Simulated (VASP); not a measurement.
Input of a VASP 6.6.1 run:

The input INCAR:

```
  PREC = Accurate
  ENCUT = 520
  EDIFF = 1E-8
  ISMEAR = -1
  SIGMA = 0.05
  LREAL = F
  LASPH = T
  NELM = 60
  ALGO = Normal
  ISIF = 2
  LWAVE = F
  LCHARG = F
  GGA = PE
  LEFG = T
  NBANDS = 20
```

KPOINTS

```
Automatic mesh
0
Gamma
  14 14 11
```

Contents of POSCAR:

```
Ga
1.0
    1.3550077528     -3.9450026874      0.0000000000
    1.3550077528      3.9450026874      0.0000000000
   -0.1150727842      0.0000000000      3.2625314290
Ga
2
Direct
    0.8690000000      0.1310000000      0.2500000000
    0.1310000000      0.8690000000      0.7500000000
```

Potentials or basis: VASP PAW PBE potentials, release 64 (Ga_d).

The run is started by

```sh
$ cat potpaw_PBE.64/Ga_d/POTCAR > POTCAR
$ mpirun -np 1 vasp_std > vasp.out
```

Question: What does it give for the band gap on the k mesh?

Answer: Zero (bands 13 and 14 overlap by 8.38 eV).

Question: Estimate the pressure.

Answer: 6.1 GPa.

Question: Predict the largest force.

Answer: 0.217 eV/Å.

Stress tensor (GPa, compression positive):
```
 6.14  0.00 -0.04
 0.00  6.35  0.00
-0.04  0.00  5.68
```

Caveat: the cell stands under pressure; without QUAD_EFG the Cq values of the log hold for a quadrupole moment of 1 mb, not for the nuclei.
